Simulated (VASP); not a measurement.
# La (Im-3m) in VASP: further runs, part 2 of 2

VASP 6.6.1. The steps go on from the part before.

### 3 Single point, LDA

This run uses another cell than the first one, of 39.85 Å³/atom, 1.020 times its volume.

Input file INCAR:

```
SYSTEM = La
ALGO = Fast ; EDIFF = 1E-6
ENCUT = 520 ; ISIF = 2
ISMEAR = -1 ; LASPH = .TRUE.
LCHARG = .FALSE. ; LREAL = .FALSE.
LWAVE = .FALSE. ; NBANDS = 12
NELM = 100 ; PREC = Accurate
SIGMA = 0.05
```

Input file KPOINTS:

```
k-points
0
G
  9 9 9
  0 0 0
```

Input file POSCAR:

```
La
1.0
   -2.1517794217      2.1517794217      2.1517794217
    2.1517794217     -2.1517794217      2.1517794217
    2.1517794217      2.1517794217     -2.1517794217
La
1
Direct
    0.0000000000      0.0000000000      0.0000000000
```

Potentials or basis: VASP PAW LDA potentials, release 64 (La).

Run with:

```
$ cat potpaw_LDA.64/La/POTCAR > POTCAR
$ mpirun -np 1 vasp_std > vasp.out
```

OUTCAR:

```text
SYSTEM = La
   EDIFF = 1E-6
   ENCUT = 520
   ISIF = 2
   ISMEAR = -1
   LASPH = .TRUE.
   LREAL = .FALSE.
   NELM = 100
   PREC = Accurate

 ion  position               nearest neighbor table
   1  0.000  0.000  0.000-

  LATTYP: Found a body centered cubic cell.
 ALAT       =     4.3035588434

  Lattice vectors:

 A1 = (  -2.1517794217,   2.1517794217,   2.1517794217)
 A2 = (   2.1517794217,  -2.1517794217,   2.1517794217)
 A3 = (   2.1517794217,   2.1517794217,  -2.1517794217)

Analysis of symmetry for initial positions (statically):
=====================================================================
 Subroutine PRICEL returns:
 Original cell was already a primitive cell.

 Routine SETGRP: Setting up the symmetry group for a
 body centered cubic supercell.

 Subroutine GETGRP returns: Found 48 space group operations
 (whereof 48 operations were pure point group operations)
 out of a pool of 48 trial point group operations.

The static configuration has the point symmetry O_h .

Analysis of symmetry for dynamics (positions and initial velocities):
=====================================================================
 Subroutine PRICEL returns:
 Original cell was already a primitive cell.

 Routine SETGRP: Setting up the symmetry group for a
[... 160 lines left out ...]
  band No.  band energies     occupation
      1     -25.8727      2.00000
      2      -8.9730      2.00000
      3      -8.9730      2.00000
      4      -8.9730      2.00000
      5       3.7734      2.00000
      6       8.2405      0.00000
      7       8.2405      0.00000
      8       8.2405      0.00000
      9       8.3898      0.00000
     10       8.3898      0.00000
     11       8.3908      0.00000
     12       8.8457      0.00000
[... 331 lines left out ...]
 k-point    24 :      -0.4444   -0.4444    0.1111
  band No.  band energies     occupation
      1     -25.6850      2.00000
      2      -9.9972      2.00000
      3      -9.5139      2.00000
      4      -9.1574      2.00000
      5       5.9753      2.00000
      6       7.2178      0.03130
      7       7.5126      0.00009
      8       8.1348      0.00000
      9       8.4754      0.00000
     10       8.6857      0.00000
     11       8.7996      0.00000
     12       8.8328      0.00000

 [... further k-points ...]
[... 5 lines left out ...]
  --------------------------------------------------------------------------------------
  -------------------------------------------------------------------------------------
  Total       -1.1360875     -1.1360875     -1.1360875     -0.0000000      0.0000000      0.0000000
  in kB      -45.6740069    -45.6740069    -45.6740069     -0.0000000      0.0000000      0.0000000
  external PRESSURE =     -45.6740069 kB  Pullay stress =       0.0000000 kB

 VOLUME and BASIS-vectors are now :
 -----------------------------------------------------------------------------
  energy-cutoff  :      520.00
  volume of cell :       39.85
      direct lattice vectors                 reciprocal lattice vectors
    -2.151779422  2.151779422  2.151779422     0.000000000  0.232365825  0.232365825
     2.151779422 -2.151779422  2.151779422     0.232365825  0.000000000  0.232365825
     2.151779422  2.151779422 -2.151779422     0.232365825  0.232365825  0.000000000

 POSITION                                       TOTAL-FORCE (eV/Angst)
 -----------------------------------------------------------------------------------
      0.00000      0.00000      0.00000         0.000000     -0.000000     -0.000000
 -----------------------------------------------------------------------------------
    total drift:                                0.000000     -0.000000     -0.000000

  FREE ENERGIE OF THE ION-ELECTRON SYSTEM (eV)
  ---------------------------------------------------
  free  energy   TOTEN  =        -5.3401550491 eV

  energy  without entropy=       -5.3114780744  energy(sigma->0) =       -5.32581656
```

stdout:

```text
POSCAR found type information on POSCAR La
 POSCAR found :  1 types and       1 ions
 scaLAPACK will be used
 LDA part: xc-table for (Slater(with rela. corr.)+CA(PZ))
 , standard interpolation
 POSCAR, INCAR and KPOINTS ok, starting setup
 FFT: planning ... GRIDC
 FFT: planning ... GRID_SOFT
 FFT: planning ... GRID
 WAVECAR not read
 entering main loop
WARNING in EDDRMM: call to ZHEGV failed, returncode =   8  4      5
```

Wall time 19 s (1 thread of Intel Xeon 6975P-C (Granite Rapids), shared host); peak memory 0.15 GiB.

What came out:

| Property | Result |
| --- | --- |
| Free energy | -5.3402 eV |
| Pressure | -4.6 GPa |

Caveat: spin-orbit coupling is left out, which moves the levels of the heavy elements.

### 4 Single point, LDA

This run uses another cell than the first one, of 40.62 Å³/atom, 1.039 times its volume.

Input file INCAR:

```
SYSTEM = La
  PREC = Accurate
  ENCUT = 520
  EDIFF = 1E-7
  ISMEAR = -1
  SIGMA = 0.05
  LREAL = .FALSE.
  LASPH = .TRUE.
  NELM = 60
  ALGO = Normal
  ISIF = 2
  LWAVE = .FALSE.
  LCHARG = .FALSE.
  GGA = CA
  NBANDS = 12
```

Input file KPOINTS:

```
Automatic mesh
0
G
  9 9 9
  0 0 0
```

Input file POSCAR:

```
La
1.0
   -2.1654853927      2.1654853927      2.1654853927
    2.1654853927     -2.1654853927      2.1654853927
    2.1654853927      2.1654853927     -2.1654853927
La
1
Direct
    0.0000000000      0.0000000000      0.0000000000
```

Run with:

```
$ cat potpaw_LDA.64/La/POTCAR > POTCAR
$ mpirun -np 1 vasp_std > vasp.out
```

It took 8.1 s on 1 thread of Intel Xeon 6975P-C (Granite Rapids), shared host; peak memory 0.16 GiB.

The run converged. Its results:

```yaml
Free_energy: -5.3177 eV
Pressure: -4.9 GPa
```

Levels at points of the mesh, in eV from the Fermi level:
| k point | band 2 | band 3 | band 4 | band 5 | band 6 | band 7 | band 8 | band 9 | band 10 | band 11 |
| --- | --- | --- | --- | --- | --- | --- | --- | --- | --- | --- |
| (0.00, 0.00, 0.00) | -16.05 | -16.05 | -16.05 | -3.24 | 1.20 | 1.20 | 1.20 | 1.36 | 1.36 | 1.36 |

Caveat: spin-orbit coupling is left out, which moves the levels of the heavy elements.

### 5 Single point, r2SCAN

This run uses another cell than the first one, of 36.02 Å³/atom, 0.922 times its volume.

Input file POSCAR:

```
La
1.0
   -2.0804754144      2.0804754144      2.0804754144
    2.0804754144     -2.0804754144      2.0804754144
    2.0804754144      2.0804754144     -2.0804754144
La
1
Direct
    0.0000000000      0.0000000000      0.0000000000
```

Input file INCAR.step1:

```
PREC = Accurate ; ENCUT = 520
ISMEAR = -1 ; SIGMA = 0.05
LREAL = False ; LASPH = True
NELM = 60 ; NBANDS = 12
GGA = PE ; ALGO = Normal
EDIFF = 1E-4 ; LWAVE = True
LCHARG = False
```

Input file INCAR.step2:

```
PREC = Accurate ; ENCUT = 520
EDIFF = 1E-6 ; ISMEAR = -1
SIGMA = 0.05 ; LREAL = False
LASPH = True ; NELM = 60
ALGO = Normal ; ISIF = 2
LWAVE = False ; LCHARG = False
METAGGA = R2SCAN ; LMIXTAU = True
NBANDS = 12 ; ISTART = 1
```

Input file KPOINTS:

```
Automatic mesh
0
Gamma
  9 9 9
```

Potentials or basis: VASP PAW PBE potentials, release 64 (La).

Run with:

```
$ cat potpaw_PBE.64/La/POTCAR > POTCAR
$ cp INCAR.step1 INCAR
$ mpirun -np 1 vasp_std > vasp.out
$ cp INCAR.step2 INCAR
$ mpirun -np 1 vasp_std > vasp.out
```

Wall time 35 s (1 thread of Intel Xeon 6975P-C (Granite Rapids), shared host); peak memory 0.18 GiB.

The run converged. Its results:

```yaml
Free_energy: -29.6290 eV
Pressure: 1.5 GPa
```

Levels at points of the mesh, in eV from the Fermi level:
```tsv
k point	band 4	band 5	band 6	band 7	band 8	band 9
(0.00, 0.00, 0.00)	-16.51	-3.33	1.73	1.73	1.73	1.82
```

Caveat: the PAW data sets were made with another functional, which shifts forces and pressure a little; spin-orbit coupling is left out, which moves the levels of the heavy elements.

### 6 The runs side by side

| level | potentials or basis | cell | gap on the mesh (eV) | pressure (GPa) |
| --- | --- | --- | --- | --- |
| LDA | VASP PAW LDA potentials, release 64 (La) | a = 3.703 Å, angles 109.5°, 1 atom | none | -4.2 |
| LDA | VASP PAW LDA potentials, release 64 (La) | a = 3.727 Å, angles 109.5°, 1 atom | none | -4.6 |
| LDA | VASP PAW LDA potentials, release 64 (La) | a = 3.751 Å, angles 109.5°, 1 atom | none | -4.9 |
| r2SCAN | VASP PAW PBE potentials, release 64 (La) | a = 3.603 Å, angles 109.5°, 1 atom | none | 1.5 |

Alike in all rows: task single point; no spin polarisation; k mesh 9 × 9 × 9; cutoff (eV) 520; smearing fermi-dirac 0.05 eV.

Caveats: spin-orbit coupling is left out, which moves the levels of the heavy elements; the PAW data sets were made with another functional, which shifts forces and pressure a little (some runs).

Total energies depend on the potentials used, so only differences within one code and one set of settings carry meaning.
